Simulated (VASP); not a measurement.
# B (Fd-3m) in VASP: further runs

Runs on B. Level: PBEsol. Tasks: single point.

Program: VASP 6.6.1. These are calculated values, not measurements. Logs are shortened: lines on timing, memory, paths and dates and some standing lists are left out, and cuts for length are marked.

## (1) The cell of the first run

It takes space group Fd-3m (No. 227, cubic). Conventional cell: a = 3.285 Å, b = 3.285 Å, c = 3.285 Å, α = 90.00°, β = 90.00°, γ = 90.00°. B (site symmetry -43m) has 4 B at 1.42 Å within 1.9 Å.

## (2) Single point, PBEsol

File INCAR:

```
PREC = Accurate
ENCUT = 500
EDIFF = 1E-6
ISMEAR = -1
SIGMA = 0.08
LREAL = False
LASPH = True
NELM = 120
ALGO = Normal
ISIF = 2
LWAVE = False
LCHARG = True
GGA = PS
LELF = True
LVHAR = True
NBANDS = 10
GGA_COMPAT = False
```

File KPOINTS:

```
regular mesh
0
Gamma
  19 19 19
```

File POSCAR:

```
B
1.0
    0.0000000000      1.6423898700      1.6423898700
    1.6423898700      0.0000000000      1.6423898700
    1.6423898700      1.6423898700      0.0000000000
B
2
Direct
   -0.1250000000     -0.1250000000     -0.1250000000
    0.1250000000      0.1250000000      0.1250000000
```

Potentials or basis: VASP PAW PBE potentials, release 64 (B).

Command:

```console
> cat potpaw_PBE.64/B/POTCAR > POTCAR
> mpirun -np 1 vasp_std > vasp.out
```

OUTCAR:

```text
PREC = Accurate
   ENCUT = 500
   EDIFF = 1E-6
   ISMEAR = -1
   LREAL = False
   LASPH = True
   NELM = 120
   ISIF = 2
   GGA = PS

 ion  position               nearest neighbor table
   1  0.875  0.875  0.875-   2 1.42   2 1.42   2 1.42   2 1.42
   2  0.125  0.125  0.125-   1 1.42   1 1.42   1 1.42   1 1.42

  LATTYP: Found a face centered cubic cell.
 ALAT       =     3.2847797400

  Lattice vectors:

 A1 = (   0.0000000000,   1.6423898700,   1.6423898700)
 A2 = (   1.6423898700,   0.0000000000,   1.6423898700)
 A3 = (   1.6423898700,   1.6423898700,   0.0000000000)

Analysis of symmetry for initial positions (statically):
=====================================================================
 Subroutine PRICEL returns:
 Original cell was already a primitive cell.

 Routine SETGRP: Setting up the symmetry group for a
 face centered cubic supercell.

 Subroutine GETGRP returns: Found 48 space group operations
 (whereof 12 operations were pure point group operations)
 out of a pool of 48 trial point group operations.

The static configuration has the point symmetry D_3d.
 The point group associated with its full space group is O_h .

Analysis of symmetry for dynamics (positions and initial velocities):
=====================================================================
 Subroutine PRICEL returns:
 Original cell was already a primitive cell.

 Routine SETGRP: Setting up the symmetry group for a
 face centered cubic supercell.

 Subroutine GETGRP returns: Found 48 space group operations
 (whereof 12 operations were pure point group operations)
 out of a pool of 48 trial point group operations.

The dynamic configuration has the point symmetry D_3d.
 The point group associated with its full space group is O_h .

 Subroutine INISYM returns: Found 48 space group operations
 (whereof 12 operations are pure point group operations),
 and found     1 'primitive' translations

----------------------------------------------------------------------------------------

                                     Primitive cell

  volume of cell :       8.8605

  direct lattice vectors                    reciprocal lattice vectors
     0.000000000  1.642389870  1.642389870    -0.304434415  0.304434415  0.304434415
     1.642389870  0.000000000  1.642389870     0.304434415 -0.304434415  0.304434415
     1.642389870  1.642389870  0.000000000     0.304434415  0.304434415 -0.304434415

  length of vectors
     2.322690029  2.322690029  2.322690029     0.527295875  0.527295875  0.527295875

  position of ions in fractional coordinates (direct lattice)
[... 81 lines left out ...]
   EDIFFG = 0.1E-04   stopping-criterion for IOM
   NSW    =      0    number of steps for IOM
   IBRION =     -1    ionic relax: 0-MD 1-quasi-New 2-CG
   NFREE  =      0    steps in history (QN), initial steepest desc. (CG)
   ISIF   =      2    stress and relaxation
   ISYM   =      2    0-nonsym 1-usesym 2-fastsym
   POTIM  = 0.5000    time-step for ionic-motion
   TEBEG  =    0.0;   TEEND  =   0.0 temperature during run
   PSTRESS=    0.0 pullay stress
   NELECT =       6.0000    total number of electrons
   NUPDOWN=      -1.0000    fix difference up-down
   EMIN   =  10.00;   EMAX   =-10.00  energy-range for DOS
   EFERMI =   0.00;   METHOD = LEGACY
   ISMEAR =    -1;   SIGMA  =   0.08  broadening in eV -4-tet -1-fermi 0-gaus
   EFERMI_NEDOS =   21; number of points for ismear=-14 and -15
   IALGO  =     38    algorithm
   IMIX   =      4    mixing-type and parameters
     AMIX     =   0.40;   BMIX     =  1.00
     AMIX_MAG =   1.60;   BMIX_MAG =  1.00
  volume/ion in A,a.u.               =       4.43        29.90
  Fermi-wavevector in a.u.,A,eV,Ry     =   1.437603  2.716676 28.119196  2.066703
  Thomas-Fermi vector in A             =   2.556662
   LORBIT       =      0    0 simple, 1 ext, 2 COOP (PROOUT), +10 PAW based schemes
   GGA     = PS    functional components
   LHFCALC =     F    Hartree Fock is set to
   AEXX    =    0.0000 exact exchange contribution
   IVDW    =     0    specifies the selected vdW correction
   LEPSILON=     F    determine dielectric tensor
   LRPA    =     F    only Hartree local field effects (RPA)
 non-spin polarized calculation
  energy-cutoff  :      500.00
  volume of cell :        8.86
 maximum number of plane-waves:       238
 NGX is ok and might be reduce to    18
   NGX =  9   NGY =  9   NGZ =  9

 number of electron       6.0000000 magnetization

 Free energy of the ion-electron system (eV)
  ---------------------------------------------------
  ext. energy  EPLUGINS =         0.00000000
  ---------------------------------------------------
  free energy    TOTEN  =        -7.33173055 eV

  energy without entropy =       -7.31994315  energy(sigma->0) =       -7.32583685

 E-fermi :   9.7946     XC(G=0): -14.0119

 val. band max:        9.7847002822   @ k =  -0.3158   0.3158   0.0526
 cond. band min:       9.8013866956   @ k =   0.4211   0.2105   0.0526
 fundamental gap:      0.0166864133
 Fermi energy:         9.7946193309

 k-point     1 :       0.0000    0.0000    0.0000
  band No.  band energies     occupation
      1      -8.4608      2.00000
      2      16.5475      0.00000
      3      16.5475      0.00000
      4      16.5475      0.00000
      5      21.8188      0.00000
      6      21.8188      0.00000
      7      21.8188      0.00000
      8      39.8631      0.00000
      9      39.8909      0.00000
     10      41.9027      0.00000
[... 287 lines left out ...]
 k-point    24 :      -0.2632    0.0526    0.0000
  band No.  band energies     occupation
      1      -6.0215      2.00000
      2       6.9380      2.00000
      3      12.6440      0.00000
      4      14.1179      0.00000
      5      24.3864      0.00000
      6      25.4268      0.00000
      7      29.1032      0.00000
      8      33.2748      0.00000
      9      35.9303      0.00000
     10      39.4390      0.00000

 [... further k-points ...]
[... 5 lines left out ...]
  --------------------------------------------------------------------------------------
  -------------------------------------------------------------------------------------
  Total       17.8107073     17.8107073     17.8107073      0.0000000      0.0000000     -0.0000000
  in kB     3220.5717511   3220.5717511   3220.5717511      0.0000000      0.0000000     -0.0000000
  external PRESSURE =    3220.5717511 kB  Pullay stress =       0.0000000 kB

 VOLUME and BASIS-vectors are now :
 -----------------------------------------------------------------------------
  energy-cutoff  :      500.00
  volume of cell :        8.86
      direct lattice vectors                 reciprocal lattice vectors
     0.000000000  1.642389870  1.642389870    -0.304434415  0.304434415  0.304434415
     1.642389870  0.000000000  1.642389870     0.304434415 -0.304434415  0.304434415
     1.642389870  1.642389870  0.000000000     0.304434415  0.304434415 -0.304434415

 POSITION                                       TOTAL-FORCE (eV/Angst)
 -----------------------------------------------------------------------------------
      2.87418      2.87418      2.87418         0.000000      0.000000      0.000000
      0.41060      0.41060      0.41060        -0.000000     -0.000000     -0.000000
 -----------------------------------------------------------------------------------
    total drift:                                0.000000      0.000000      0.000000

  FREE ENERGIE OF THE ION-ELECTRON SYSTEM (eV)
  ---------------------------------------------------
  free  energy   TOTEN  =        -7.3317305496 eV

  energy  without entropy=       -7.3199431545  energy(sigma->0) =       -7.32583685
```

OSZICAR:

```text
N       E                     dE             d eps       ncg     rms          rms(c)
DAV:   1     0.527766770462E+01    0.52777E+01   -0.31601E+03  4602   0.546E+02
DAV:   2    -0.796112447425E+01   -0.13239E+02   -0.12437E+02  5644   0.103E+02
DAV:   3    -0.809558372013E+01   -0.13446E+00   -0.13267E+00  5284   0.790E+00
DAV:   4    -0.809563743849E+01   -0.53718E-04   -0.53717E-04  4990   0.165E-01
DAV:   5    -0.809563744645E+01   -0.79658E-08   -0.78161E-08  5084   0.222E-03    0.576E+00
DAV:   6    -0.754475524540E+01    0.55088E+00   -0.26171E-01  4826   0.339E+00    0.343E+00
DAV:   7    -0.733159773151E+01    0.21316E+00   -0.33185E-01  5018   0.375E+00    0.613E-01
DAV:   8    -0.733173529578E+01   -0.13756E-03   -0.24925E-03  4950   0.442E-01    0.497E-02
DAV:   9    -0.733172932881E+01    0.59670E-05   -0.21360E-05  5050   0.315E-02    0.116E-02
DAV:  10    -0.733173050545E+01   -0.11766E-05   -0.28166E-07  3660   0.502E-03    0.146E-03
DAV:  11    -0.733173054958E+01   -0.44125E-07   -0.99227E-09  2778   0.995E-04
   1 F= -.73317305E+01 E0= -.73258369E+01  d E =-.117874E-01
```

stdout:

```text
POSCAR found type information on POSCAR B
 POSCAR found :  1 types and       2 ions
 scaLAPACK will be used
 -----------------------------------------------------------------------------
|                                                                             |
|                                                                             |
|     You enforced a specific xc type in the INCAR file but a different       |
|     I HOPE YOU KNOW WHAT YOU ARE DOING!                                     |
|                                                                             |
 -----------------------------------------------------------------------------

 LDA part: xc-table for (Slater+PW92), standard interpolation
 POSCAR, INCAR and KPOINTS ok, starting setup
 FFT: planning ... GRIDC
 FFT: planning ... GRID_SOFT
 FFT: planning ... GRID
 WAVECAR not read
 entering main loop
```

Wall time 20 s (1 thread of Intel Xeon 6975P-C, shared host); peak memory 0.12 GiB.

What came out:

```
Free energy            : -7.3317 eV
Pressure               : 322.1 GPa
Band gap on the k mesh : zero (band 3 reaches 16.55 eV, above the bottom of band 4 at 4.70 eV)
```

Caveat: the PAW data sets were made with another functional, which shifts forces and pressure a little.

## (3) Single point, PBEsol

File INCAR:

```
SYSTEM = B
PREC = Accurate
ENCUT = 500
EDIFF = 1E-6
ISMEAR = -1
SIGMA = 0.08
LREAL = .False.
LASPH = .True.
NELM = 120
ALGO = Normal
ISIF = 2
LWAVE = .False.
LCHARG = .False.
GGA = PS
NBANDS = 10
GGA_COMPAT = .False.
```

File KPOINTS:

```
regular mesh
0
Gamma
  19 19 19
  0 0 0
```

File POSCAR:

```
B
1.0
    0.0000000000      1.6422434949      1.6422434949
    1.6422434949      0.0000000000      1.6422434949
    1.6422434949      1.6422434949      0.0000000000
B
2
Direct
   -0.1250000000     -0.1250000000     -0.1250000000
    0.1250000000      0.1250000000      0.1250000000
```

Potentials or basis: VASP PAW PBE potentials, release 64 (B).

Command:

```console
> cat potpaw_PBE.64/B/POTCAR > POTCAR
> mpirun -np 1 vasp_std > vasp.out
```

Wall time 15 s (1 thread of Intel Xeon 6975P-C, shared host); peak memory 0.12 GiB.

It converged, with:

| Property | Result |
| --- | --- |
| Free energy | -7.3269 eV |
| Pressure | 322.3 GPa |
| Band gap on the k mesh | zero (band 3 reaches 16.55 eV, above the bottom of band 4 at 4.70 eV) |

Levels at points of the mesh, in eV from the Fermi level:
```tsv
k point	band 1	band 2	band 3	band 4	band 5	band 6	band 7
(0.00, 0.00, 0.00)	-18.26	6.75	6.75	6.75	12.03	12.03	12.03
```

Caveat: the PAW data sets were made with another functional, which shifts forces and pressure a little.
